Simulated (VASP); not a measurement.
# Ca2C (Fm-3m) in VASP: notebook, part 2 of 2

VASP 6.6.1. The steps go on from the part before.

## 3. G0W0 quasiparticle levels, PBE

Contents of POSCAR:

```
Ca2C
1.0
    0.0000000000      3.1285803966      3.1285803966
    3.1285803966      0.0000000000      3.1285803966
    3.1285803966      3.1285803966      0.0000000000
C Ca
1 2
Direct
    0.0000000000      0.0000000000      0.0000000000
    0.2500000000      0.2500000000      0.2500000000
    0.7500000000      0.7500000000      0.7500000000
```

Contents of INCAR.step1:

```
SYSTEM = Ca2C
  ALGO = Normal
  EDIFF = 1E-8
  ENCUT = 500
  GGA = PE
  ISMEAR = 0
  LASPH = .TRUE.
  LCHARG = .FALSE.
  LREAL = .FALSE.
  LWAVE = .TRUE.
  NELM = 100
  PREC = Accurate
  SIGMA = 0.01
```

Contents of INCAR.step2:

```
SYSTEM = Ca2C
  ALGO = Exact
  EDIFF = 1E-8
  ENCUT = 500
  GGA = PE
  ISMEAR = 0
  ISTART = 1
  LASPH = .TRUE.
  LCHARG = .FALSE.
  LOPTICS = .TRUE.
  LREAL = .FALSE.
  LWAVE = .TRUE.
  NBANDS = 242
  NELM = 1
  PREC = Accurate
  SIGMA = 0.01
```

Contents of INCAR.step3:

```
SYSTEM = Ca2C
  ALGO = EVGW0
  EDIFF = 1E-8
  ENCUT = 500
  ENCUTGW = 140.0
  GGA = PE
  ISMEAR = 0
  ISTART = 1
  LASPH = .TRUE.
  LCHARG = .FALSE.
  LREAL = .FALSE.
  LWAVE = .FALSE.
  NBANDS = 242
  NBANDSGW = 20
  NELMGW = 1
  NOMEGA = 96
  OMEGAMAX = 20
  PREC = Accurate
  PRECFOCK = Fast
  SIGMA = 0.01
```

Contents of KPOINTS:

```
k-points
0
G
  4 4 4
  0 0 0
```

Potentials or basis: VASP PAW PBE potentials, release 64 (C_GW, Ca_sv_GW).

The run is started by

```console
$ cat potpaw_PBE.64/C_GW/POTCAR potpaw_PBE.64/Ca_sv_GW/POTCAR > POTCAR
$ cp INCAR.step1 INCAR
$ mpirun -np 1 vasp_std > vasp.out
$ cp INCAR.step2 INCAR
$ mpirun -np 1 vasp_std > vasp.out
$ cp INCAR.step3 INCAR
$ mpirun -np 1 vasp_std > vasp.out
```

OUTCAR:

```text
SYSTEM = Ca2C
   EDIFF = 1E-8
   ENCUT = 500
   ENCUTGW = 140.0
   GGA = PE
   ISMEAR = 0
   ISTART = 1
   LASPH = .TRUE.
   LREAL = .FALSE.
   NELMGW = 1
   PREC = Accurate
   PRECFOCK = Fast

 ion  position               nearest neighbor table
   1  0.000  0.000  0.000-   3 2.71   3 2.71   3 2.71   2 2.71   3 2.71   2 2.71   2 2.71   2 2.71

   2  0.250  0.250  0.250-   1 2.71   1 2.71   1 2.71   1 2.71   3 3.13   3 3.13   3 3.13   3 3.13
                             3 3.13   3 3.13
   3  0.750  0.750  0.750-   1 2.71   1 2.71   1 2.71   1 2.71   2 3.13   2 3.13   2 3.13   2 3.13
                             2 3.13   2 3.13

  LATTYP: Found a face centered cubic cell.
 ALAT       =     6.2571607932

  Lattice vectors:

 A1 = (   0.0000000000,   3.1285803966,   3.1285803966)
 A2 = (   3.1285803966,   0.0000000000,   3.1285803966)
 A3 = (   3.1285803966,   3.1285803966,   0.0000000000)

Analysis of symmetry for initial positions (statically):
=====================================================================
 Subroutine PRICEL returns:
 Original cell was already a primitive cell.

 Routine SETGRP: Setting up the symmetry group for a
 face centered cubic supercell.

 Subroutine GETGRP returns: Found 48 space group operations
 (whereof 48 operations were pure point group operations)
 out of a pool of 48 trial point group operations.

The static configuration has the point symmetry O_h .

Analysis of symmetry for dynamics (positions and initial velocities):
=====================================================================
 Subroutine PRICEL returns:
 Original cell was already a primitive cell.

 Routine SETGRP: Setting up the symmetry group for a
 face centered cubic supercell.

 Subroutine GETGRP returns: Found 48 space group operations
 (whereof 48 operations were pure point group operations)
[... 77 lines left out ...]
 SYSTEM =  Ca2C
   PREC   = accura    normal or accurate (medium, high low for compatibility)
   ISTART =      1    job   : 0-new  1-cont  2-samecut
   ICHARG =      0    charge: 1-file 2-atom 10-const
   ISPIN  =      1    spin polarized calculation?
   LNONCOLLINEAR =      F non collinear calculations
   LSORBIT =      F    spin-orbit coupling
   LASPH  =      T    aspherical Exc in radial PAW
   ENCUT  =  500.0 eV  36.75 Ry    6.06 a.u.   8.07  8.07  8.07*2*pi/ulx,y,z
   NELM   =     60;   NELMIN=  2; NELMDL=  0     # of ELM steps
   EDIFF  = 0.1E-07   stopping-criterion for ELM
   LREAL  =      F    real-space projection
   EDIFFG = 0.1E-06   stopping-criterion for IOM
   NSW    =      0    number of steps for IOM
   IBRION =     -1    ionic relax: 0-MD 1-quasi-New 2-CG
   NFREE  =      0    steps in history (QN), initial steepest desc. (CG)
   ISIF   =      0    stress and relaxation
   ISYM   =      3    0-nonsym 1-usesym 2-fastsym
   POTIM  = 0.5000    time-step for ionic-motion
   TEBEG  =    0.0;   TEEND  =   0.0 temperature during run
   PSTRESS=    0.0 pullay stress
   NELECT =      24.0000    total number of electrons
   NUPDOWN=      -1.0000    fix difference up-down
   EMIN   =  10.00;   EMAX   =-10.00  energy-range for DOS
   EFERMI =   0.00;   METHOD = LEGACY
   ISMEAR =     0;   SIGMA  =   0.01  broadening in eV -4-tet -1-fermi 0-gaus
   EFERMI_NEDOS =   21; number of points for ismear=-14 and -15
   IALGO  =     38    algorithm
   IMIX   =      4    mixing-type and parameters
     AMIX     =   0.40;   BMIX     =  1.00
     AMIX_MAG =   1.60;   BMIX_MAG =  1.00
  volume/ion in A,a.u.               =      20.42       137.77
  Fermi-wavevector in a.u.,A,eV,Ry     =   1.197994  2.263880 19.526936  1.435189
  Thomas-Fermi vector in A             =   2.333894
   LORBIT       =      0    0 simple, 1 ext, 2 COOP (PROOUT), +10 PAW based schemes
   GGA     = PE    functional components
   LHFCALC =     T    Hartree Fock is set to
   PRECFOCK=fast      Normal, Fast or Accurate (Low or Medium for compatibility)
   ENCUT4O =  -1.0   cutoff for four orbital integrals eV
   NKREDX  =     1    reduce k-point grid by
   NKREDY  =     1    reduce k-point grid by
   NKREDZ  =     1    reduce k-point grid by
   AEXX    =    1.0000 exact exchange contribution
   HFSCREEN=    0.0000 screening length (either q_TF or 0.3 A-1)
   HFSCREENC=   0.0000 screening length for correlation (either q_TF or 0.3 A-1)
   ENCUTFOCK=  -1.0 apply spherical cutoff to Coloumb kernel
   IVDW    =     0    specifies the selected vdW correction
   LEPSILON=     F    determine dielectric tensor
   LRPA    =     F    only Hartree local field effects (RPA)
   LRPAFORCE           =     F    calculate RPA forces
   ENCUTGW             = 140.0    cutoff for response function in eV
   ENCUTGWSOFT         = 112.0    soft cutoff for Coulomb kernel in GW response function in eV
   ENCUTLF             =  -1.0    cutoff for local field effects
   NELMGW              =     1    number of iterations in solving QP/BSE equation
   NELMHF              =     1    number of iterations in the inner HF iteration
   NKREDLFX            =     1    NKREDLFY  =   1   NKREDLFZ  =   1
 non-spin polarized calculation
 Gauss-broadening in eV      SIGMA  =   0.01
  energy-cutoff  :      500.00
  volume of cell :       61.25
 maximum number of plane-waves:      1588
  NGX = 18; NGY = 18; NGZ = 18
   NGX = 17   NGY = 17   NGZ = 17
 maximum number of plane-waves:       259
 NGX is ok and might be reduce to    18

 QP shifts <psi_nk| G(iteration)W_0 |psi_nk>: iteration 1
 for sc-GW calculations column KS-energies equals QP-energies in previous step
 and V_xc(KS)=  KS-energies - (<T + V_ion + V_H > + <T+V_H+V_ion>^1  + <V_x>^1)

 k-point   1 :       0.0000    0.0000    0.0000
  band No.  KS-energies  QP-energies   sigma(KS)   V_xc(KS)     V^pw_x(r,r')   Z            occupation Imag(sigma)

      1     -34.9712     -35.5816     -21.8632     -20.6387     -34.3945       0.4985       2.0000       0.7040
      2     -34.7586     -35.4302     -22.1603     -20.8432     -34.5613       0.5100       2.0000       0.7124
      3     -16.1367     -17.2058     -21.4993     -19.6965     -27.6544       0.5930       2.0000       0.2785
      4     -16.1367     -17.2058     -21.4993     -19.6965     -27.6544       0.5930       2.0000       0.2785
      5     -16.1367     -17.2058     -21.4993     -19.6965     -27.6544       0.5930       2.0000       0.2785
      6     -15.7027     -16.8414     -22.0249     -20.1443     -28.0153       0.6055       2.0000       0.2576
[... 167 lines left out ...]
      6     -15.9452     -17.0547     -21.7291     -19.8714     -27.8145       0.5972       2.0000       0.2763
[... 12 lines left out ...]
     19      11.1006      12.5419     -13.6717     -15.8030      -7.8737       0.6763       0.0000      -0.2663
     20      11.2608      12.6832     -13.6868     -15.8227      -7.5416       0.6659       0.0000      -0.3264
```

It took 4.3 min on 1 thread of Intel Xeon 6975P-C (Granite Rapids), shared host; peak memory 0.77 GiB.

What came out:

```yaml
Quasiparticle_gap: 0.67 eV
Least_direct_quasiparticle_gap: 0.67 eV
Band_gap_of_the_starting_levels_on_the_mesh: 0.21 eV
Least_direct_gap_of_the_starting_levels_on_the_mesh: 0.21 eV
```

Caveat: the k points lie up to 0.43 Å⁻¹ apart; bands, screening cutoff and mesh are small and nothing is extrapolated, so the quasiparticle values aren't converged; the structure was generated, so it needn't be the stable form of Ca2C.
